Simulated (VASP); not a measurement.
## Si (a cell with a defect): single point with PBEsol

Si (a cell with a defect):

```
Si
1.0
    -5.43383    5.43383   -5.43383
     5.43383   -5.43383   -5.43383
    -5.43383   -5.43383    5.43383
Si
31
Direct
  0.75451 0.50000 0.00255
  0.50000 0.50000 0.25000
  0.25255 0.25451 0.75000
  0.25255 0.50000 0.50451
  0.00000 0.25451 0.00255
  0.74745 0.24745 0.25195
  0.50000 0.00000 0.75000
  0.50195 0.24745 0.49745
  0.24549 0.99805 0.99549
  0.00000 0.00000 0.25000
  0.75451 0.75255 0.75000
  0.74745 0.00195 0.49745
  0.49805 0.74549 0.99549
  0.24549 0.74549 0.24805
  0.00000 0.75255 0.50451
  0.25547 0.75547 0.00547
  0.00000 0.74990 0.25146
  0.75010 0.75156 0.50010
  0.50146 0.50000 0.99990
  0.50146 0.74990 0.75000
  0.24990 0.50000 0.25146
  0.00000 0.50000 0.49453
  0.75010 0.25010 0.00156
  0.74453 0.50000 0.75000
  0.49854 0.24844 0.24854
  0.25156 0.25010 0.50010
  0.00000 0.00146 0.99990
  0.00000 0.24453 0.75000
  0.74844 0.99854 0.24854
  0.49854 0.99854 0.49844
  0.24990 0.00146 0.75000
```

This cell differs from its parent crystal: atoms taken out, then relaxed in part.

- Program: VASP 6.6.1
- Task: single point
- Functional: PBEsol
- Potentials or basis: VASP PAW PBE potentials, release 64 (Si)
- Cutoff: 520 eV
- k mesh: 3 × 3 × 3
- Occupations: gaussian, width 0.02 eV
- Spin: collinear spin
- Starting moments: [0.0, 0.0, 0.0, 0.0, 0.0, 0.0, 0.0, 0.0, 0.0, 0.0, 0.0, 0.0, 0.0, 0.0, 0.0, 0.5, 0.0, 0.0, 0.0, 0.0, 0.0, 0.5, 0.0, 0.5, 0.0, 0.0, 0.0, 0.5, 0.0, 0.0, 0.0] μB

| Property | Result |
| --- | --- |
| Largest force | 0.005 eV/Å |
| Net moment | 0.00 μB per cell |
| Valence electrons inside the program's atomic spheres | Si 1.67, 1.60 (each value once) |

Forces on the atoms (eV/Å):
```
Si   0.002 -0.003  0.003
Si   0.000  0.000  0.000
Si  -0.003  0.003  0.002
Si   0.002  0.003 -0.003
Si  -0.003  0.002  0.003
Si   0.003  0.003 -0.002
Si   0.000  0.000  0.000
Si   0.003 -0.002  0.003
Si  -0.002 -0.003 -0.003
Si   0.000  0.000  0.000
Si   0.003 -0.003  0.002
Si  -0.002  0.003  0.003
Si  -0.003 -0.002 -0.003
Si  -0.003 -0.003 -0.002
Si   0.003  0.002 -0.003
Si  -0.001 -0.001 -0.001
Si   0.000  0.002  0.000
Si  -0.002  0.000  0.000
Si   0.002  0.000  0.000
Si   0.000  0.000  0.002
Si   0.002  0.000  0.000
Si   0.001  0.001 -0.001
Si   0.000  0.000 -0.002
Si   0.001 -0.001  0.001
Si  -0.002  0.000  0.000
Si   0.000 -0.002  0.000
Si   0.000  0.002  0.000
Si  -0.001  0.001  0.001
Si   0.000 -0.002  0.000
Si   0.000  0.000 -0.002
Si   0.000  0.000  0.002
```

Levels at points of the mesh, in eV from the Fermi level:
Spin up:
```csv
k point,band 57,band 58,band 59,band 60,band 61,band 62,band 63,band 64,band 65,band 66
"(0.00, 0.00, 0.00)",-1.02,-1.02,-0.26,-0.26,-0.26,0.90,0.90,0.90,1.05,1.05
```
Spin down:
| k point | band 58 | band 59 | band 60 | band 61 | band 62 | band 63 | band 64 | band 65 |
| --- | --- | --- | --- | --- | --- | --- | --- | --- |
| (0.00, 0.00, 0.00) | -1.02 | -0.26 | -0.26 | -0.26 | 0.90 | 0.90 | 0.90 | 1.05 |

Wall time 12 min on 1 thread of Intel(R) Xeon(R) Platinum 8488C (Sapphire Rapids), with other jobs on the host, peak memory 1 GiB.

Caveat: the cell carries a net charge on a neutralising background, which shifts energy and pressure; the cell differs from its parent crystal (atoms taken out, then relaxed in part); the cell is charged against a uniform background, so pressure and absolute levels hang on convention; the PAW data sets were made with another functional, which shifts forces and pressure a little.
